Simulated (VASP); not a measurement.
# Zn2C3 (P-3m1) in VASP: notebook, part 2 of 3

VASP 6.6.1. Earlier steps stand in the parts before.

### 3 Single point, PBE

This run uses another cell than the first one, of 9.95 Å³/atom, 1.055 times its volume.

Input file INCAR:

```
SYSTEM = Zn2C3
PREC = Accurate
ENCUT = 520
EDIFF = 1E-6
ISMEAR = 0
SIGMA = 0.1
LREAL = .False.
LASPH = .True.
NELM = 100
ALGO = Normal
ISIF = 2
LWAVE = .False.
LCHARG = .False.
GGA = PE
NBANDS = 26
```

Input file KPOINTS:

```
regular mesh
0
Gamma
  6 6 4
  0 0 0
```

Input file POSCAR:

```
Zn2C3
1.0
    3.3294046195      0.0000000000      0.0000000000
   -1.6647023097      2.8833489800      0.0000000000
    0.0000000000      0.0000000000      5.1800127709
Zn C
2 3
Direct
    0.3333333333      0.6666666667      0.2450000000
    0.6666666667      0.3333333333      0.7550000000
    0.0000000000      0.0000000000      0.0000000000
    0.3333333333      0.6666666667      0.6450000000
    0.6666666667      0.3333333333      0.3550000000
```

Potentials or basis: VASP PAW PBE potentials, release 64 (Zn, C).

Command:

```console
$ cat potpaw_PBE.64/Zn/POTCAR potpaw_PBE.64/C/POTCAR > POTCAR
$ mpirun -np 1 vasp_std > vasp.out
```

Run time: 74 s. Hardware: 1 thread of Oxide Virtual Turin-like, shared host; peak memory 0.14 GiB.

It converged, with:

```yaml
Free_energy: -18.3275 eV
Pressure: 13.3 GPa
Largest_force: 1.571 eV/Å
Band_gap_on_the_k_mesh: zero (band 18 reaches 5.09 eV, above the bottom of band 19 at 1.93 eV)
```

Forces in eV/Å, atoms in the order of the input:
```
Zn   0.000  0.000 -1.571
Zn   0.000  0.000  1.571
C    0.000  0.000  0.000
C    0.000  0.000 -0.355
C    0.000  0.000  0.355
```

Stress tensor (GPa, compression positive):
```
13.17  0.00  0.00
 0.00 13.17  0.00
 0.00  0.00 13.51
```

Levels at points of the mesh, in eV from the Fermi level:
```tsv
k point	band 14	band 15	band 16	band 17	band 18	band 19	band 20	band 21	band 22	band 23
(0.00, 0.00, 0.00)	-1.44	-0.56	-0.56	-0.55	0.48	0.48	1.58	1.58	2.16	7.55
(0.50, 0.00, 0.00)	-4.91	-4.62	-4.38	-3.62	0.34	0.88	1.27	1.29	3.23	4.04
(0.00, 0.00, 0.50)	-2.78	-0.53	-0.53	0.57	0.60	0.60	1.40	1.40	1.50	6.05
(0.50, 0.00, 0.50)	-5.90	-2.62	-2.32	-2.05	-1.37	-0.86	0.97	2.69	2.99	5.48
```

Caveat: the k points lie up to 0.36 Å⁻¹ apart; forces of over 1 eV/Å act on the atoms, so gaps and moduli don't describe the material at rest.

### 4 Relaxation of cell and atoms, PBE

This run uses another cell than the first one, of 9.95 Å³/atom, 1.055 times its volume.

Input file INCAR:

```
ALGO = Normal
EDIFF = 1E-6
EDIFFG = -0.04
ENCUT = 600
GGA = PE
IBRION = 2
ISIF = 3
ISMEAR = 0
LASPH = True
LCHARG = False
LREAL = False
LWAVE = False
NELM = 60
NSW = 90
PREC = Accurate
SIGMA = 0.1
```

Input file KPOINTS:

```
k-points
0
Gamma
  6 6 4
```

POSCAR is that of step 3.

Potentials or basis: VASP PAW PBE potentials, release 64 (Zn, C).

Command:

```console
$ cat potpaw_PBE.64/Zn/POTCAR potpaw_PBE.64/C/POTCAR > POTCAR
$ mpirun -np 1 vasp_std > vasp.out
```

OUTCAR:

```text
EDIFF = 1E-6
   EDIFFG = -0.04
   ENCUT = 600
   GGA = PE
   IBRION = 2
   ISIF = 3
   ISMEAR = 0
   LASPH = True
   LREAL = False
   NELM = 60
   NSW = 90
   PREC = Accurate

 ion  position               nearest neighbor table
   1  0.333  0.667  0.245-   5 2.00   5 2.00   5 2.00   4 2.07   3 2.30   3 2.30   3 2.30
   2  0.667  0.333  0.755-   4 2.00   4 2.00   4 2.00   5 2.07   3 2.30   3 2.30   3 2.30
   3  0.000  0.000  0.000-   1 2.30   2 2.30   2 2.30   1 2.30   2 2.30   1 2.30
   4  0.333  0.667  0.645-   2 2.00   2 2.00   2 2.00   1 2.07
   5  0.667  0.333  0.355-   1 2.00   1 2.00   1 2.00   2 2.07

  LATTYP: Found a hexagonal cell.
 ALAT       =     3.3294046195
 C/A-ratio  =     1.5558375634

  Lattice vectors:

 A1 = (   3.3294046195,   0.0000000000,   0.0000000000)
 A2 = (  -1.6647023097,   2.8833489800,   0.0000000000)
 A3 = (   0.0000000000,   0.0000000000,   5.1800127709)

Analysis of symmetry for initial positions (statically):
=====================================================================
 Subroutine PRICEL returns:
 Original cell was already a primitive cell.

 Routine SETGRP: Setting up the symmetry group for a
 hexagonal supercell.

 Subroutine GETGRP returns: Found 12 space group operations
 (whereof 12 operations were pure point group operations)
 out of a pool of 24 trial point group operations.

The static configuration has the point symmetry D_3d.

Analysis of symmetry for dynamics (positions and initial velocities):
=====================================================================
 Subroutine PRICEL returns:
 Original cell was already a primitive cell.

 Routine SETGRP: Setting up the symmetry group for a
 hexagonal supercell.

 Subroutine GETGRP returns: Found 12 space group operations
 (whereof 12 operations were pure point group operations)
 out of a pool of 24 trial point group operations.

The dynamic configuration has the point symmetry D_3d.

 Subroutine INISYM returns: Found 12 space group operations
 (whereof 12 operations are pure point group operations),
 and found     1 'primitive' translations
[... 137 lines left out ...]
 NGX is ok and might be reduce to    28
   NGX = 13   NGY = 13   NGZ = 21

--------------------------------------- Ionic step        1  -------------------------------------------

 number of electron      35.9999999 magnetization

 Free energy of the ion-electron system (eV)
  ---------------------------------------------------
  ext. energy  EPLUGINS =         0.00000000
  ---------------------------------------------------
  free energy    TOTEN  =       -18.32794670 eV

  energy without entropy =      -18.31985396  energy(sigma->0) =      -18.32390033

------------------------ aborting loop because EDIFF is reached ----------------------------------------

  FORCE on cell =-STRESS in cart. coord.  units (eV):
  Direction    XX          YY          ZZ          XY          YZ          ZX
  --------------------------------------------------------------------------------------
  -------------------------------------------------------------------------------------
  Total        4.0279292      4.0279292      4.1330072      0.0000000      0.0000000     -0.0000000
  in kB      129.7770199    129.7770199    133.1625569      0.0000000      0.0000000     -0.0000000
  external PRESSURE =     130.9055322 kB  Pullay stress =       0.0000000 kB
[... 98 lines left out ...]
  FREE ENERGIE OF THE ION-ELECTRON SYSTEM (eV)
  ---------------------------------------------------
  free  energy   TOTEN  =       -18.5976572151 eV

  energy  without entropy=      -18.5904274665  energy(sigma->0) =      -18.59404234

 E-fermi :   3.5419     XC(G=0): -11.4481

 val. band max:        3.4912095209   @ k =   0.0000   0.1667   0.2500
 cond. band min:       3.5495790323   @ k =   0.3333  -0.0000   0.5000
 fundamental gap:      0.0583695114
 Fermi energy:         3.5418904568

 k-point     1 :       0.0000    0.0000    0.0000
  band No.  band energies     occupation
      1     -11.2588      2.00000
      2      -9.9306      2.00000
      3      -4.5916      2.00000
      4      -4.1769      2.00000
      5      -4.1769      2.00000
      6      -3.8177      2.00000
[... 589 lines left out ...]
     21       8.3633      0.00000
     22      10.4373      0.00000

[... ionic steps 4 to 29 ...]

--------------------------------------- Ionic step       30  -------------------------------------------

 number of electron      36.0000054 magnetization

------------------------ aborting loop because EDIFF is reached ----------------------------------------
[... 73 lines left out ...]
--------------------------------------- Ionic step       32  -------------------------------------------

 number of electron      36.0000071 magnetization

 Free energy of the ion-electron system (eV)
  ---------------------------------------------------
  ext. energy  EPLUGINS =         0.00000000
  ---------------------------------------------------
  free energy    TOTEN  =       -24.48395402 eV

  energy without entropy =      -24.47744532  energy(sigma->0) =      -24.48069967

 E-fermi :   5.3076     XC(G=0): -12.3394

 val. band max:        5.2397398315   @ k =   0.3333   0.1667   0.2500
 cond. band min:       5.4843852571   @ k =   0.3333  -0.0000   0.2500
 fundamental gap:      0.2446454256
 Fermi energy:         5.3075744006

 k-point     1 :       0.0000    0.0000    0.0000
  band No.  band energies     occupation
      1     -12.2874      2.00000
      2      -9.1544      2.00000
      3      -4.8287      2.00000
      4      -3.1045      2.00000
      5      -2.7586      2.00000
      6      -2.3515      2.00000
[... 621 lines left out ...]
  FREE ENERGIE OF THE ION-ELECTRON SYSTEM (eV)
  ---------------------------------------------------
  free  energy   TOTEN  =       -24.4839540236 eV

  energy  without entropy=      -24.4774453203  energy(sigma->0) =      -24.48069967

 reached required accuracy - stopping structural energy minimisation
```

OSZICAR:

```text
N       E                     dE             d eps       ncg     rms          rms(c)
DAV:   1     0.225254503226E+03    0.22525E+03   -0.20121E+04  1072   0.255E+03
DAV:   2    -0.550302501202E+00   -0.22580E+03   -0.22105E+03  1122   0.425E+02
[... 346 lines left out ...]
DAV:   1    -0.244907698732E+02   -0.97823E-02   -0.37379E-01  1056   0.647E+00    0.599E-01
DAV:   2    -0.244856528290E+02    0.51170E-02   -0.31350E-02  1292   0.400E+00    0.310E-01
DAV:   3    -0.244843933427E+02    0.12595E-02   -0.20494E-03  1266   0.733E-01    0.155E-01
DAV:   4    -0.244839496434E+02    0.44370E-03   -0.78635E-04  1278   0.344E-01    0.212E-02
DAV:   5    -0.244839544140E+02   -0.47706E-05   -0.13039E-04  1182   0.149E-01    0.123E-02
DAV:   6    -0.244839541472E+02    0.26676E-06   -0.18633E-05  1250   0.455E-02    0.508E-03
DAV:   7    -0.244839540236E+02    0.12364E-06   -0.11904E-06   598   0.204E-02
  32 F= -.24483954E+02 E0= -.24480700E+02  d E =-.296687E-02
```

CONTCAR:

```text
Zn2C3
   1.00000000000000
     2.6857425723114803   -0.0000000000098048   -0.0000000000000001
    -1.3428712861238974    2.3259212956686985    0.0000000000000000
    -0.0000000000000002   -0.0000000000000000    7.5073419698073032
  Zn              C
     2     3
Direct
     0.3333333332999970    0.6666666667000030    0.1971527535067525
     0.6666666667000030    0.3333333332999970    0.8028472464932472
     0.0000000000000000    0.0000000000000000    0.0000000000000000
     0.3333333332999970    0.6666666667000030    0.4767204441426338
     0.6666666667000030    0.3333333332999970    0.5232795558573661

  0.00000000E+00  0.00000000E+00  0.00000000E+00
  0.00000000E+00  0.00000000E+00  0.00000000E+00
  0.00000000E+00  0.00000000E+00  0.00000000E+00
  0.00000000E+00  0.00000000E+00  0.00000000E+00
  0.00000000E+00  0.00000000E+00  0.00000000E+00
```

Run time: 23 min. Hardware: 1 thread of Oxide Virtual Turin-like, shared host; peak memory 0.17 GiB.

What came out:

```yaml
Free_energy: -24.4840 eV
Relaxed_volume: 9.38 Å³/atom
Relaxed_cell: a = 2.686 Å, b = 2.686 Å, c = 7.507 Å, α = 90.00°, β = 90.00°, γ = 120.00°
Space_group_after_relaxing_to_0.05_Å: P-3m1 (No. 164)
Energy_gained_by_relaxing: 1231.2 meV/atom
Ionic_steps: 32
Pressure_after_relaxing: -0.1 GPa
Largest_force_after_relaxing: 0.019 eV/Å
Band_gap_on_the_k_mesh: zero (band 18 reaches 8.07 eV, above the bottom of band 19 at 3.53 eV)
```

Forces on the atoms (eV/Å):
```
Zn   0.000  0.000 -0.017
Zn   0.000  0.000  0.017
C    0.000  0.000  0.000
C    0.000  0.000 -0.019
C    0.000  0.000  0.019
```

Stress tensor (GPa, compression positive):
```
 0.15  0.00  0.00
 0.00  0.15  0.00
 0.00  0.00 -0.65
```

Step by step:
| step | energy change (eV) | largest force (eV/Å) | pressure (GPa) | volume (Å³) |
| --- | --- | --- | --- | --- |
| 1 | 0.0000 | 1.5687 | 13.09 | 49.73 |
| 2 | -0.2504 | 0.5822 | -6.27 | 55.81 |
| 3 | -0.2697 | 0.5878 | -2.79 | 54.40 |
| 4 | -0.3559 | 0.7473 | -2.43 | 53.76 |
| 5 | -0.6084 | 1.2732 | -0.78 | 51.86 |
| 6 | -0.8589 | 2.1861 | 9.17 | 48.20 |
| 7 | -0.8623 | 2.1007 | 6.11 | 48.91 |
| 8 | -0.8824 | 2.1120 | 6.33 | 48.84 |
| 9 | -0.9403 | 2.1403 | 6.96 | 48.62 |
| 10 | -1.0456 | 2.1504 | 8.74 | 48.18 |
| 11 | -1.1403 | 2.4904 | 13.98 | 47.31 |
| 12 | -1.3102 | 2.5635 | 13.20 | 47.54 |
| 13 | -1.7634 | 2.8040 | 12.04 | 48.18 |
| 14 | -2.5587 | 4.0701 | 12.33 | 49.31 |
| 15 | 1.0497 | 9.6564 | 40.72 | 50.98 |
| 16 | -2.6398 | 5.0438 | 15.46 | 49.60 |
| 17 | -3.4666 | 3.7704 | 4.40 | 51.87 |
| 18 | -3.8185 | 2.8860 | -3.35 | 54.15 |
| 19 | -3.8325 | 2.7403 | -4.88 | 54.72 |
| 20 | -4.2571 | 2.4014 | -6.13 | 53.98 |
| 21 | -5.1835 | 0.9296 | -8.87 | 51.75 |
| 22 | -5.0480 | 2.1066 | -2.19 | 47.26 |
| 23 | -5.4383 | 1.4346 | -7.93 | 49.54 |
| 24 | -5.7443 | 1.6320 | 5.22 | 45.95 |
| 25 | -5.7626 | 1.6065 | 15.80 | 43.86 |
| 26 | -5.7802 | 1.6072 | 11.08 | 44.73 |
| 27 | -6.1096 | 0.5813 | 6.64 | 45.52 |
| 28 | -6.1128 | 0.2931 | 5.99 | 45.61 |
| 29 | -6.1133 | 0.3622 | 6.16 | 45.59 |
| 30 | -6.1517 | 0.1339 | -2.10 | 47.34 |
| 31 | -6.1530 | 0.1700 | -0.81 | 47.05 |
| 32 | -6.1560 | 0.0194 | -0.12 | 46.90 |

Final structure:
```xyz
5
Lattice="2.6857 0.0000 0.0000 -1.3429 2.3259 0.0000 0.0000 0.0000 7.5073" Properties=species:S:1:pos:R:3 pbc="T T T"
Zn    0.0000    1.5506    1.4801
Zn    1.3429    0.7753    6.0272
C     0.0000    0.0000    0.0000
C     0.0000    1.5506    3.5789
C     1.3429    0.7753    3.9284
```

Caveat: the k points lie up to 0.45 Å⁻¹ apart in the final cell.

[end of part 2 of 3]
